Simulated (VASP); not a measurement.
# Mg12H (a cell with a defect) in VASP: relaxation of the atoms with PBE+D3(BJ)

Aim: the relaxation of the atoms of Mg12H (a cell with a defect) with PBE+D3(BJ).

Program: VASP 6.6.1. These are calculated values, not measurements. Logs are shortened: lines on timing, memory, paths and dates and some standing lists are left out, and cuts for length are marked.

## 1. The cell of the first run

The cell holds a defect, 13 atoms: a = 6.420 Å, b = 9.630 Å, c = 5.213 Å, α = 90.00°, β = 90.00°, γ = 120.00°.

## 2. Relaxation of the atoms, PBE+D3(BJ)

The input, INCAR:

```
SYSTEM = Mg12H
PREC     = Accurate       ! precision mode
ENCUT    = 520            ! plane-wave cutoff, eV
EDIFF    = 1E-7           ! SCF threshold, eV
ISMEAR   = 0              ! smearing method
SIGMA    = 0.15           ! smearing width, eV
LREAL    = .False.        ! projectors in reciprocal space
LASPH    = .True.         ! aspherical terms in the spheres
NELM     = 60             ! most SCF steps
ALGO     = Normal         ! electronic algorithm
ISIF     = 2              ! what is computed and relaxed
LWAVE    = .False.        ! write WAVECAR
LCHARG   = .False.        ! write CHGCAR
GGA      = PE             ! functional
IVDW     = 12             ! dispersion correction
IBRION   = 2              ! ionic algorithm
NSW      = 80             ! ionic steps
EDIFFG   = -0.03          ! ionic threshold
```

The input, KPOINTS:

```
regular mesh
0
Gamma
  3 2 3
  0 0 0
```

The input, POSCAR:

```
Mg12H
1.0
    6.4200000000      0.0000000000      0.0000000000
   -4.8150000000      8.3398250000      0.0000000000
    0.0000000000      0.0000000000      5.2130400000
Mg H
12 1
Direct
    0.0000000000      0.0000000000      0.0000000000
    0.1666667000      0.2222222000      0.5000000000
    0.0000000000      0.3333333000      0.0000000000
    0.1666667000      0.5555556000      0.5000000000
    0.0000000000      0.6666667000      0.0000000000
    0.1666667000      0.8888889000      0.5000000000
    0.5000000000      0.0000000000      0.0000000000
    0.6666667000      0.2222222000      0.5000000000
    0.5000000000      0.3333333000      0.0000000000
    0.6666667000      0.5555556000      0.5000000000
    0.5000000000      0.6666667000      0.0000000000
    0.6666667000      0.8888889000      0.5000000000
   -0.0061328000      0.6573090000      0.6224941000
```

Potentials or basis: VASP PAW PBE potentials, release 64 (Mg, H).

Command:

```sh
$ cat potpaw_PBE.64/Mg/POTCAR potpaw_PBE.64/H/POTCAR > POTCAR
$ mpirun -np 1 vasp_std > vasp.out
```

OUTCAR:

```text
SYSTEM = Mg12H
   PREC = Accurate
   ENCUT = 520
   EDIFF = 1E-7
   ISMEAR = 0
   LREAL = .False.
   LASPH = .True.
   NELM = 60
   ISIF = 2
   GGA = PE
   IVDW = 12
   IBRION = 2
   NSW = 80
   EDIFFG = -0.03
 IVDW          = 12

 ion  position               nearest neighbor table
   1  0.000  0.000  0.000-  12 3.20  12 3.20   2 3.20   2 3.20   6 3.20   6 3.20   5 3.21   3 3.21
                             9 3.21  11 3.21   7 3.21   7 3.21
   2  0.167  0.222  0.500-   9 3.20   9 3.20   1 3.20   1 3.20   3 3.20   3 3.20   6 3.21  12 3.21
                             8 3.21   8 3.21  10 3.21   4 3.21
   3  0.000  0.333  0.000-   8 3.20   8 3.20   2 3.20   2 3.20   4 3.20   4 3.20   1 3.21   7 3.21
                             9 3.21   9 3.21  11 3.21   5 3.21
   4  0.167  0.556  0.500-  13 1.92  11 3.20  11 3.20   5 3.20   5 3.20   3 3.20   3 3.20   6 3.21
                            12 3.21  10 3.21  10 3.21   8 3.21   2 3.21
   5  0.000  0.667  0.000-  13 1.97  10 3.20  10 3.20   6 3.20   6 3.20   4 3.20   4 3.20   1 3.21
                             7 3.21  11 3.21  11 3.21   9 3.21   3 3.21
   6  0.167  0.889  0.500-  13 2.03   7 3.20   7 3.20   5 3.20   5 3.20   1 3.20   1 3.20   2 3.21
                             4 3.21   8 3.21  10 3.21  12 3.21  12 3.21
   7  0.500  0.000  0.000-   6 3.20   6 3.20   8 3.20   8 3.20  12 3.20  12 3.20   9 3.21  11 3.21
                             3 3.21   5 3.21   1 3.21   1 3.21
   8  0.667  0.222  0.500-   3 3.20   3 3.20   7 3.20   7 3.20   9 3.20   9 3.20  12 3.21   6 3.21
                             2 3.21   2 3.21   4 3.21  10 3.21
   9  0.500  0.333  0.000-   2 3.20   2 3.20   8 3.20   8 3.20  10 3.20  10 3.20   7 3.21   1 3.21
                             3 3.21   3 3.21   5 3.21  11 3.21
  10  0.667  0.556  0.500-  13 1.93   5 3.20   5 3.20  11 3.20  11 3.20   9 3.20   9 3.20  12 3.21
                             6 3.21   4 3.21   4 3.21   2 3.21   8 3.21
  11  0.500  0.667  0.000-   4 3.20   4 3.20  12 3.20  12 3.20  10 3.20  10 3.20   7 3.21   1 3.21
                             5 3.21   5 3.21   3 3.21   9 3.21
  12  0.667  0.889  0.500-   1 3.20   1 3.20  11 3.20  11 3.20   7 3.20   7 3.20   8 3.21  10 3.21
                             2 3.21   4 3.21   6 3.21   6 3.21
  13  0.994  0.657  0.622-   4 1.92  10 1.93   5 1.97   6 2.03

  LATTYP: Found a simple monoclinic cell.
 ALAT       =     6.4200000000
 B/A-ratio  =     0.8120000000
 C/A-ratio  =     1.3228757108
 COS(beta)  =    -0.1889822286

  Lattice vectors:

 A1 = (   6.4200000000,   0.0000000000,   0.0000000000)
 A2 = (   0.0000000000,   0.0000000000,   5.2130400000)
 A3 = (  -1.6050000000,  -8.3398250000,   0.0000000000)

Analysis of symmetry for initial positions (statically):
=====================================================================
 Subroutine PRICEL returns:
 Original cell was already a primitive cell.

 Routine SETGRP: Setting up the symmetry group for a
 simple monoclinic supercell.

 Subroutine GETGRP returns: Found  1 space group operations
 (whereof  1 operations were pure point group operations)
 out of a pool of  4 trial point group operations.

The static configuration has the point symmetry C_1 .

Analysis of symmetry for dynamics (positions and initial velocities):
=====================================================================
 Subroutine PRICEL returns:
 Original cell was already a primitive cell.

 Routine SETGRP: Setting up the symmetry group for a
 simple monoclinic supercell.

 Subroutine GETGRP returns: Found  1 space group operations
 (whereof  1 operations were pure point group operations)
 out of a pool of  4 trial point group operations.

The dynamic configuration has the point symmetry C_1 .

 Subroutine INISYM returns: Found  1 space group operations
 (whereof  1 operations are pure point group operations),
 and found     1 'primitive' translations

----------------------------------------------------------------------------------------

                                     Primitive cell

  volume of cell :     279.1149

  direct lattice vectors                    reciprocal lattice vectors
     6.420000000  0.000000000  0.000000000     0.155763240  0.089929945  0.000000000
    -4.815000000  8.339825000  0.000000000     0.000000000  0.119906593  0.000000000
     0.000000000  0.000000000  5.213040000     0.000000000  0.000000000  0.191826650

  length of vectors
     6.420000000  9.630000313  5.213040000     0.179859895  0.119906593  0.191826650

  position of ions in fractional coordinates (direct lattice)
     0.000000000  0.000000000  0.000000000
     0.166666700  0.222222200  0.500000000
[... 52 lines left out ...]
|           W    W   A  A   R    R  NN   N  II  NN   N  G    G  !!!           |
|           W    W  A    A  R    R  N N  N  II  N N  N  G       !!!           |
|           W WW W  AAAAAA  RRRRR   N  N N  II  N  N N  G  GGG   !            |
|           WW  WW  A    A  R   R   N   NN  II  N   NN  G    G                |
|           W    W  A    A  R    R  N    N  II  N    N   GGGG   !!!           |
|                                                                             |
|     Your reciprocal lattice and k-lattice belong to different lattice       |
|     classes:                                                                |
|                                                                             |
|        The reciprocal lattice is simple monoclinic,                         |
|        whereas your k-lattice is hexagonal.                                 |
|                                                                             |
|     Results are often still useful ...                                      |
|                                                                             |
 -----------------------------------------------------------------------------

 Subroutine IBZKPT returns following result:
 ===========================================

 Found     10 irreducible k-points:

 Following reciprocal coordinates:
            Coordinates               Weight
  0.000000  0.000000  0.000000      1.000000
  0.333333  0.000000  0.000000      2.000000
  0.000000  0.500000  0.000000      1.000000
  0.333333  0.500000  0.000000      2.000000
  0.000000  0.000000  0.333333      2.000000
  0.333333  0.000000  0.333333      2.000000
 -0.333333  0.000000  0.333333      2.000000
  0.000000  0.500000  0.333333      2.000000
  0.333333  0.500000  0.333333      2.000000
 -0.333333  0.500000  0.333333      2.000000
   k-points           NKPTS =     10   k-points in BZ     NKDIM =     10   number of bands    NBANDS=     19
   number of dos      NEDOS =    301   number of ions     NIONS =     13
   total plane-waves  NPLWV = 138240
   dimension x,y,z NGX =    48 NGY =   72 NGZ =   40
   dimension x,y,z NGXF=    96 NGYF=  144 NGZF=   80
   ions per type =              12   1
   NGX,Y,Z   is equivalent  to a cutoff of  12.43, 12.43, 12.76 a.u.
   NGXF,Y,Z  is equivalent  to a cutoff of  24.86, 24.86, 25.51 a.u.
 SYSTEM =  Mg12H
   PREC   = accura    normal or accurate (medium, high low for compatibility)
   ISTART =      0    job   : 0-new  1-cont  2-samecut
   ICHARG =      2    charge: 1-file 2-atom 10-const
   ISPIN  =      1    spin polarized calculation?
   LNONCOLLINEAR =      F non collinear calculations
   LSORBIT =      F    spin-orbit coupling
   LASPH  =      T    aspherical Exc in radial PAW
   ENCUT  =  520.0 eV  38.22 Ry    6.18 a.u.  11.94 17.91  9.69*2*pi/ulx,y,z
   NELM   =     60;   NELMIN=  2; NELMDL= -5     # of ELM steps
   EDIFF  = 0.1E-06   stopping-criterion for ELM
   LREAL  =      F    real-space projection
   EDIFFG = -.3E-01   stopping-criterion for IOM
   NSW    =     80    number of steps for IOM
   IBRION =      2    ionic relax: 0-MD 1-quasi-New 2-CG
   NFREE  =      1    steps in history (QN), initial steepest desc. (CG)
   ISIF   =      2    stress and relaxation
   ISYM   =      2    0-nonsym 1-usesym 2-fastsym
   POTIM  = 0.5000    time-step for ionic-motion
   TEBEG  =    0.0;   TEEND  =   0.0 temperature during run
   PSTRESS=    0.0 pullay stress
   NELECT =      25.0000    total number of electrons
   NUPDOWN=      -1.0000    fix difference up-down
   EMIN   =  10.00;   EMAX   =-10.00  energy-range for DOS
   EFERMI =   0.00;   METHOD = LEGACY
   ISMEAR =     0;   SIGMA  =   0.15  broadening in eV -4-tet -1-fermi 0-gaus
   EFERMI_NEDOS =   21; number of points for ismear=-14 and -15
   IALGO  =     38    algorithm
   IMIX   =      4    mixing-type and parameters
     AMIX     =   0.40;   BMIX     =  1.00
     AMIX_MAG =   1.60;   BMIX_MAG =  1.00
  volume/ion in A,a.u.               =      21.47       144.89
  Fermi-wavevector in a.u.,A,eV,Ry     =   0.732477  1.384180  7.299827  0.536522
  Thomas-Fermi vector in A             =   1.824949
   LORBIT       =      0    0 simple, 1 ext, 2 COOP (PROOUT), +10 PAW based schemes
   GGA     = PE    functional components
   LHFCALC =     F    Hartree Fock is set to
   AEXX    =    0.0000 exact exchange contribution
   IVDW    =    12    specifies the selected vdW correction
   LEPSILON=     F    determine dielectric tensor
   LRPA    =     F    only Hartree local field effects (RPA)
 conjugate gradient relaxation of ions
 non-spin polarized calculation
 Gauss-broadening in eV      SIGMA  =   0.15
  energy-cutoff  :      520.00
  volume of cell :      279.11
 maximum number of plane-waves:      7549
   NGX = 23   NGY = 35   NGZ = 19

--------------------------------------- Ionic step        1  -------------------------------------------

 number of electron      25.0000000 magnetization

 Free energy of the ion-electron system (eV)
  ---------------------------------------------------
  ext. energy  EPLUGINS =         0.00000000
  ---------------------------------------------------
  free energy    TOTEN  =       -20.80681888 eV

  energy without entropy =      -20.71558621  energy(sigma->0) =      -20.76120255

------------------------ aborting loop because EDIFF is reached ----------------------------------------

 Edisp (eV)   -3.46537

 E8    (eV) :    -1.5054
[... 138 lines left out ...]
  FREE ENERGIE OF THE ION-ELECTRON SYSTEM (eV)
  ---------------------------------------------------
  free  energy   TOTEN  =       -24.3056160452 eV

  energy  without entropy=      -24.2211395199  energy(sigma->0) =      -24.26337778

[... ionic steps 4 to 7 ...]

--------------------------------------- Ionic step        8  -------------------------------------------

 number of electron      25.0000000 magnetization

------------------------ aborting loop because EDIFF is reached ----------------------------------------
[... 97 lines left out ...]
--------------------------------------- Ionic step       10  -------------------------------------------

 number of electron      25.0000000 magnetization

 Free energy of the ion-electron system (eV)
  ---------------------------------------------------
  ext. energy  EPLUGINS =         0.00000000
  ---------------------------------------------------
  free energy    TOTEN  =       -20.85049691 eV

  energy without entropy =      -20.76772195  energy(sigma->0) =      -20.80910943

 E-fermi :   2.6164     XC(G=0):  -8.4989

 val. band max:        2.5397215506   @ k =  -0.3333   0.0000   0.3333
 cond. band min:       2.6245227896   @ k =   0.0000   0.0000   0.3333
 fundamental gap:      0.0848012390
 Fermi energy:         2.6163619455

 k-point     1 :       0.0000    0.0000    0.0000
  band No.  band energies     occupation
      1      -4.8346      2.00000
      2      -3.0990      2.00000
      3      -2.1466      2.00000
      4      -1.3068      2.00000
      5      -0.5673      2.00000
      6      -0.0337      2.00000
[... 253 lines left out ...]
  FREE ENERGIE OF THE ION-ELECTRON SYSTEM (eV)
  ---------------------------------------------------
  free  energy   TOTEN  =       -24.3154860184 eV

  energy  without entropy=      -24.2327110547  energy(sigma->0) =      -24.27409854

 reached required accuracy - stopping structural energy minimisation
```

It took 14 min on 1 thread of Intel Xeon 8259CL, shared host; peak memory 0.38 GiB.

What came out:

```yaml
Free_energy: -24.3155 eV
Energy_gained_by_relaxing: 3.3 meV/atom
Ionic_steps: 10
Pressure_after_relaxing: -2.2 GPa
Largest_force_after_relaxing: 0.020 eV/Å
Band_gap_on_the_k_mesh: zero (an odd number of electrons rules out a gap without spin polarisation)
Dispersion_energy_per_atom: -0.267 eV
```

Forces on the atoms (eV/Å):
```
Mg  -0.006 -0.010 -0.005
Mg  -0.009  0.009  0.016
Mg  -0.008  0.005 -0.001
Mg   0.009  0.003 -0.006
Mg  -0.002  0.004  0.006
Mg  -0.004 -0.009 -0.008
Mg   0.005 -0.005 -0.005
Mg   0.005  0.002  0.010
Mg   0.007  0.008  0.001
Mg  -0.001  0.012 -0.007
Mg   0.003 -0.011  0.000
Mg   0.008 -0.002  0.019
H   -0.005 -0.006 -0.018
```

The path:
```csv
step,energy change (eV),largest force (eV/Å),pressure (GPa)
1,0.0000,0.3910,-2.07
2,-0.0154,0.2752,-2.11
3,-0.0334,0.1139,-2.17
4,-0.0335,0.1128,-2.17
5,-0.0355,0.0996,-2.17
6,-0.0397,0.0620,-2.17
7,-0.0395,0.0636,-2.16
8,-0.0410,0.0542,-2.17
9,-0.0424,0.0308,-2.17
10,-0.0433,0.0203,-2.17
```

Final structure:
```
Mg H
1.0
     6.42000    0.00000    0.00000
    -4.81500    8.33982    0.00000
     0.00000    0.00000    5.21304
Mg H
12 1
Direct
  0.99969 0.99973 0.00299
  0.16262 0.21978 0.50003
  0.99987 0.33224 0.00298
  0.16862 0.54840 0.49809
  0.00009 0.66605 0.99728
  0.17190 0.89767 0.50038
  0.50058 0.99993 0.00396
  0.66931 0.22308 0.50523
  0.49677 0.33098 0.00200
  0.65511 0.54927 0.49790
  0.50018 0.66720 0.00425
  0.66752 0.88899 0.50235
  0.00158 0.66733 0.60505
```

Caveat: the k points lie up to 0.40 Å⁻¹ apart, too coarse for converged energies and pressures of a metal.
